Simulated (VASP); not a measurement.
# CuO (Tenorite): single point with PBEsol

CuO (Tenorite):

```
Cu O
1.0
     2.34465   -1.71340    0.00000
     2.34465    1.71340    0.00000
    -0.86055    0.00000    5.05944
Cu O
2 2
Direct
  0.49680 0.00320 0.50000
  0.00320 0.49680 0.00000
  0.40560 0.57140 0.75370
  0.57140 0.40560 0.25370
```

```
Program             : VASP 6.6.1
Task                : single point
Functional          : PBEsol
Potentials or basis : VASP PAW PBE potentials, release 64 (Cu, O)
Cutoff              : 520 eV
k mesh              : 10 × 10 × 5
Occupations         : fermi-dirac, width 0.05 eV
Spin                : no spin polarisation
```

```yaml
Pressure: -2.0 GPa
Largest_force: 0.756 eV/Å
Band_gap_on_the_k_mesh: zero (band 17 reaches 5.79 eV, above the bottom of band 18 at 5.18 eV)
```

Forces on the atoms (eV/Å):
```
Cu  -0.618 -0.334  0.237
Cu  -0.618  0.334  0.237
O    0.618 -0.366 -0.237
O    0.618  0.366 -0.237
```

Stress tensor (GPa, compression positive):
```
-2.41  0.00 -1.15
 0.00 -0.17  0.00
-1.15  0.00 -3.57
```

Levels at points of the mesh, in eV from the Fermi level:
| k point | band 15 | band 16 | band 17 | band 18 | band 19 | band 20 |
| --- | --- | --- | --- | --- | --- | --- |
| (0.00, 0.00, 0.00) | -2.12 | -1.62 | 0.23 | 0.93 | 1.66 | 5.92 |
| (0.50, 0.00, 0.00) | -1.47 | -1.38 | -0.03 | 0.29 | 4.81 | 6.22 |
| (0.50, 0.50, 0.00) | -1.68 | -1.20 | -0.63 | 1.07 | 3.27 | 6.96 |

Run time: 120 s on 1 thread of Intel(R) Xeon(R) Platinum 8488C (Sapphire Rapids) (shared host), peak memory 0.24 GiB.

Caveat: the PAW data sets were made with another functional, which shifts forces and pressure a little; semilocal functionals often make such compounds metallic where correlation or magnetic order opens a gap, which also shifts bond lengths. With open d or f shells a metallic result of PBEsol can be an artefact of self-interaction; +U or a hybrid may open a gap.
